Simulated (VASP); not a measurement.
# InPd (Pm-3m) in VASP: a series of runs, part 2 of 2

VASP 6.6.1. The steps go on from the part before.

## Step 3: Single point, PBEsol

This run uses another cell than the first one, of 16.56 Å³/atom.

INCAR reads:

```
ALGO = Normal
EDIFF = 1E-6
ENCUT = 520
GGA = PS
ISIF = 2
ISMEAR = -1
LASPH = T
LCHARG = F
LREAL = F
LWAVE = F
NBANDS = 18
NELM = 100
PREC = Accurate
SIGMA = 0.05
```

KPOINTS reads:

```
k-points
0
Gamma
  8 8 8
```

POSCAR reads:

```
InPd
1.0
    3.2114993743      0.0000000000      0.0000000000
    0.0000000000      3.2114993743      0.0000000000
    0.0000000000      0.0000000000      3.2114993743
In Pd
1 1
Direct
    0.0000000000      0.0000000000      0.0000000000
    0.5000000000      0.5000000000      0.5000000000
```

Potentials or basis: VASP PAW PBE potentials, release 64 (In_d, Pd).

Command:

```bash
$ cat potpaw_PBE.64/In_d/POTCAR potpaw_PBE.64/Pd/POTCAR > POTCAR
$ mpirun -np 1 vasp_std > vasp.out
```

OUTCAR:

```text
EDIFF = 1E-6
   ENCUT = 520
   GGA = PS
   ISIF = 2
   ISMEAR = -1
   LASPH = T
   LREAL = F
   NELM = 100
   PREC = Accurate

 ion  position               nearest neighbor table
   1  0.000  0.000  0.000-   2 2.78   2 2.78   2 2.78   2 2.78   2 2.78   2 2.78   2 2.78   2 2.78

   2  0.500  0.500  0.500-   1 2.78   1 2.78   1 2.78   1 2.78   1 2.78   1 2.78   1 2.78   1 2.78

  LATTYP: Found a simple cubic cell.
 ALAT       =     3.2114993743

  Lattice vectors:

 A1 = (   3.2114993743,   0.0000000000,   0.0000000000)
 A2 = (   0.0000000000,   3.2114993743,   0.0000000000)
 A3 = (   0.0000000000,   0.0000000000,   3.2114993743)

Analysis of symmetry for initial positions (statically):
=====================================================================
 Subroutine PRICEL returns:
 Original cell was already a primitive cell.

 Routine SETGRP: Setting up the symmetry group for a
 simple cubic supercell.

[... 161 lines left out ...]
  ---------------------------------------------------
  free energy    TOTEN  =        -9.98662515 eV

  energy without entropy =       -9.97676575  energy(sigma->0) =       -9.98169545

 E-fermi :  11.1115     XC(G=0): -12.7235

 val. band max:       11.0836164997   @ k =   0.3750   0.2500   0.1250
 cond. band min:      11.3135594032   @ k =   0.5000   0.5000   0.5000
 fundamental gap:      0.2299429035
 Fermi energy:        11.1114866996

 k-point     1 :       0.0000    0.0000    0.0000
  band No.  band energies     occupation
      1      -3.8204      2.00000
      2      -3.8204      2.00000
      3      -3.3337      2.00000
      4      -3.3337      2.00000
      5      -3.3337      2.00000
      6       0.6218      2.00000
[... 481 lines left out ...]
      5      -3.1458      2.00000
      6       4.7505      2.00000
[... 10 lines left out ...]
     17      22.5193      0.00000
     18      24.6066      0.00000

 [... further k-points ...]

------------------------ aborting loop because EDIFF is reached ----------------------------------------

  FORCE on cell =-STRESS in cart. coord.  units (eV):
  Direction    XX          YY          ZZ          XY          YZ          ZX
  --------------------------------------------------------------------------------------
  -------------------------------------------------------------------------------------
  Total        1.0740897      1.0740897      1.0740897     -0.0000000     -0.0000000      0.0000000
  in kB       51.9550288     51.9550288     51.9550288     -0.0000000     -0.0000000      0.0000000
  external PRESSURE =      51.9550288 kB  Pullay stress =       0.0000000 kB

 VOLUME and BASIS-vectors are now :
 -----------------------------------------------------------------------------
  energy-cutoff  :      520.00
  volume of cell :       33.12
      direct lattice vectors                 reciprocal lattice vectors
     3.211499374  0.000000000  0.000000000     0.311381035  0.000000000  0.000000000
     0.000000000  3.211499374  0.000000000     0.000000000  0.311381035  0.000000000
     0.000000000  0.000000000  3.211499374     0.000000000  0.000000000  0.311381035

 POSITION                                       TOTAL-FORCE (eV/Angst)
 -----------------------------------------------------------------------------------
      0.00000      0.00000      0.00000         0.000000      0.000000      0.000000
      1.60575      1.60575      1.60575         0.000000      0.000000      0.000000
 -----------------------------------------------------------------------------------
    total drift:                                0.000000      0.000000     -0.000000

  FREE ENERGIE OF THE ION-ELECTRON SYSTEM (eV)
  ---------------------------------------------------
  free  energy   TOTEN  =        -9.9866251480 eV

  energy  without entropy=       -9.9767657483  energy(sigma->0) =       -9.98169545
```

OSZICAR:

```text
N       E                     dE             d eps       ncg     rms          rms(c)
DAV:   1     0.165577558302E+03    0.16558E+03   -0.11124E+04  1284   0.169E+03
DAV:   2    -0.130168333828E+01   -0.16688E+03   -0.16044E+03  1290   0.361E+02
DAV:   3    -0.100982729533E+02   -0.87966E+01   -0.86961E+01  1398   0.896E+01
DAV:   4    -0.102963649458E+02   -0.19809E+00   -0.19795E+00  1588   0.118E+01
DAV:   5    -0.103042935944E+02   -0.79286E-02   -0.79283E-02  1630   0.222E+00    0.782E+00
DAV:   6    -0.100465728094E+02    0.25772E+00   -0.68689E-01  1378   0.103E+01    0.349E+00
DAV:   7    -0.999929264405E+01    0.47280E-01   -0.76499E-02  1654   0.541E+00    0.180E+00
DAV:   8    -0.998781539507E+01    0.11477E-01   -0.24087E-02  1596   0.154E+00    0.450E-01
DAV:   9    -0.998664792513E+01    0.11675E-02   -0.21542E-03  1642   0.763E-01    0.858E-02
DAV:  10    -0.998662558364E+01    0.22341E-04   -0.44867E-05  1896   0.991E-02    0.256E-02
DAV:  11    -0.998662514802E+01    0.43562E-06   -0.29097E-06  1298   0.164E-02
   1 F= -.99866251E+01 E0= -.99816954E+01  d E =-.985940E-02
```

stdout:

```text
POSCAR found type information on POSCAR InPd
 POSCAR found :  2 types and       2 ions
 scaLAPACK will be used
 -----------------------------------------------------------------------------
|                                                                             |
|                                                                             |
|     You enforced a specific xc type in the INCAR file but a different       |
|     I HOPE YOU KNOW WHAT YOU ARE DOING!                                     |
|                                                                             |
 -----------------------------------------------------------------------------

 LDA part: xc-table for (Slater+PW92), standard interpolation
 POSCAR, INCAR and KPOINTS ok, starting setup
 FFT: planning ... GRIDC
 FFT: planning ... GRID_SOFT
 FFT: planning ... GRID
 WAVECAR not read
 entering main loop
```

Wall time 16 s (1 thread of Intel Xeon 8259CL, shared host); peak memory 0.15 GiB.

What came out:

```yaml
Free_energy: -9.9866 eV
Pressure: 5.2 GPa
Band_gap_on_the_k_mesh: zero (an odd number of electrons rules out a gap without spin polarisation)
```

Levels at points of the mesh, in eV from the Fermi level:
```tsv
k point	band 9	band 10	band 11	band 12	band 13	band 14	band 15	band 16
(0.00, 0.00, 0.00)	-2.30	-2.30	-2.30	4.36	4.36	4.36	10.21	11.08
(0.50, 0.00, 0.00)	-3.40	-3.40	-2.40	-1.05	10.12	10.12	10.19	11.15
(0.50, 0.50, 0.00)	-2.74	-2.48	-2.48	-1.67	1.83	2.73	9.92	11.53
(0.50, 0.50, 0.50)	-1.63	-1.63	0.20	3.93	3.93	3.93	4.72	4.72
```

Caveat: the cell stands under pressure; the PAW data sets were made with another functional, which shifts forces and pressure a little; spin-orbit coupling is left out, which moves the levels of the heavy elements.

## Step 4: Single point, PBEsol

This run uses another cell than the first one, of 17.11 Å³/atom.

INCAR reads:

```
ALGO = Normal
EDIFF = 1E-6
ENCUT = 520
GGA = PS
ISIF = 2
ISMEAR = -1
LASPH = True
LCHARG = False
LREAL = False
LWAVE = False
NBANDS = 18
NELM = 100
PREC = Accurate
SIGMA = 0.05
```

KPOINTS is that of step 3.

POSCAR reads:

```
InPd
1.0
    3.2468365955      0.0000000000      0.0000000000
    0.0000000000      3.2468365955      0.0000000000
    0.0000000000      0.0000000000      3.2468365955
In Pd
1 1
Direct
    0.0000000000      0.0000000000      0.0000000000
    0.5000000000      0.5000000000      0.5000000000
```

Command:

```bash
$ cat potpaw_PBE.64/In_d/POTCAR potpaw_PBE.64/Pd/POTCAR > POTCAR
$ mpirun -np 1 vasp_std > vasp.out
```

Wall time 18 s (1 thread of Intel Xeon 8259CL, shared host); peak memory 0.15 GiB.

The run converged. Its results:

* Free energy: -10.0049 eV
* Pressure: 0.2 GPa
* Band gap on the k mesh: zero (an odd number of electrons rules out a gap without spin polarisation)

Levels at points of the mesh, in eV from the Fermi level:
```tsv
k point	band 9	band 10	band 11	band 12	band 13	band 14	band 15	band 16
(0.00, 0.00, 0.00)	-2.22	-2.22	-2.22	4.30	4.30	4.30	9.77	10.85
(0.50, 0.00, 0.00)	-3.26	-3.26	-2.30	-1.03	9.82	9.82	10.07	10.93
(0.50, 0.50, 0.00)	-2.64	-2.35	-2.35	-1.62	1.66	2.61	9.68	11.46
(0.50, 0.50, 0.50)	-1.57	-1.57	0.06	3.89	3.89	3.89	4.58	4.58
```

Caveat: the PAW data sets were made with another functional, which shifts forces and pressure a little; spin-orbit coupling is left out, which moves the levels of the heavy elements.

## Step 5: Relaxation of cell and atoms, PBEsol, target pressure 5 GPa, at which the enthalpy is minimised

This run uses another cell than the first one, of 17.51 Å³/atom.

INCAR reads:

```
SYSTEM = InPd
ALGO = Normal ; EDIFF = 1E-6
EDIFFG = -0.01 ; ENCUT = 600
GGA = PS ; IBRION = 2
ISIF = 3 ; ISMEAR = -1
LASPH = .TRUE. ; LCHARG = .FALSE.
LREAL = .FALSE. ; LWAVE = .FALSE.
NELM = 60 ; NSW = 80
PREC = Accurate ; PSTRESS = 50.0
SIGMA = 0.05
```

KPOINTS reads:

```
k-points
0
G
  8 8 8
  0 0 0
```

POSCAR reads:

```
InPd
1.0
    3.2718847800      0.0000000000      0.0000000000
    0.0000000000      3.2718847800      0.0000000000
    0.0000000000      0.0000000000      3.2718847800
In Pd
1 1
Direct
    0.0000000000      0.0000000000      0.0000000000
    0.5000000000      0.5000000000      0.5000000000
```

Command:

```bash
$ cat potpaw_PBE.64/In_d/POTCAR potpaw_PBE.64/Pd/POTCAR > POTCAR
$ mpirun -np 1 vasp_std > vasp.out
```

Run time: 93 s. Hardware: 1 thread of Intel Xeon 8259CL, shared host; peak memory 0.18 GiB.

The run converged. Its results:

| Property | Result |
| --- | --- |
| Free energy | -9.9889 eV |
| Relaxed volume | 16.58 Å³/atom |
| Relaxed cell | a = 3.213 Å, b = 3.213 Å, c = 3.213 Å, α = 90.00°, β = 90.00°, γ = 90.00° |
| Space group after relaxing (to 0.1 Å) | Pm-3m (No. 221) |
| Energy change on relaxing (the run minimises the enthalpy) | +4.9 meV/atom |
| Ionic steps | 4 |
| Pressure after relaxing | 5.0 GPa |
| Band gap on the k mesh | zero (an odd number of electrons rules out a gap without spin polarisation) |

Step by step:
| step | energy change (eV) | largest force (eV/Å) | pressure (GPa) | volume (Å³) |
| --- | --- | --- | --- | --- |
| 1 | 0.0000 | 0.0000 | -2.83 | 35.03 |
| 2 | 0.1763 | 0.0000 | 19.26 | 30.87 |
| 3 | 0.0087 | 0.0000 | 4.89 | 33.19 |
| 4 | 0.0098 | 0.0000 | 5.02 | 33.15 |

Final structure:
```
In Pd
1.0
     3.21252    0.00000    0.00000
     0.00000    3.21252    0.00000
     0.00000    0.00000    3.21252
In Pd
1 1
Direct
  0.00000 0.00000 0.00000
  0.50000 0.50000 0.50000
```

Levels at points of the mesh, in eV from the Fermi level:
| k point | band 8 | band 9 | band 10 | band 11 | band 12 | band 13 | band 14 | band 15 |
| --- | --- | --- | --- | --- | --- | --- | --- | --- |
| (0.00, 0.00, 0.00) | -3.99 | -2.30 | -2.30 | -2.30 | 4.36 | 4.36 | 4.36 | 10.20 |
| (0.50, 0.00, 0.00) | -4.00 | -3.40 | -3.40 | -2.39 | -1.05 | 10.11 | 10.11 | 10.18 |
| (0.50, 0.50, 0.00) | -2.73 | -2.73 | -2.48 | -2.48 | -1.67 | 1.82 | 2.73 | 9.92 |
| (0.50, 0.50, 0.50) | -5.14 | -1.62 | -1.62 | 0.20 | 3.93 | 3.93 | 3.93 | 4.71 |

Caveat: the cell is relaxed towards a set pressure, so the run minimises the enthalpy, not the energy; the PAW data sets were made with another functional, which shifts forces and pressure a little; spin-orbit coupling is left out, which moves the levels of the heavy elements.

## Step 6: Summary

| task | cell | cutoff (eV) | gap on the mesh (eV) | pressure (GPa) |
| --- | --- | --- | --- | --- |
| single point | a = 3.181 Å, 2 atoms | 520 | none | 10.2 |
| single point | a = 3.211 Å, 2 atoms | 520 | none | 5.2 |
| single point | a = 3.247 Å, 2 atoms | 520 | none | 0.2 |
| relaxation of cell and atoms | relaxed to 5 GPa from a = 3.272 Å, 2 atoms | 600 | none | 5.0 |

Alike in all rows: level PBEsol; potentials or basis VASP PAW PBE potentials, release 64 (In_d, Pd); no spin polarisation; k mesh 8 × 8 × 8; smearing fermi-dirac 0.05 eV.

Caveats: the PAW data sets were made with another functional, which shifts forces and pressure a little; spin-orbit coupling is left out, which moves the levels of the heavy elements; the cell stands under pressure (at least some runs); the cell is relaxed towards a set pressure, so the run minimises the enthalpy, not the energy (at least some runs).

Total energies depend on the potentials used, so only differences within one code and one set of settings carry meaning.
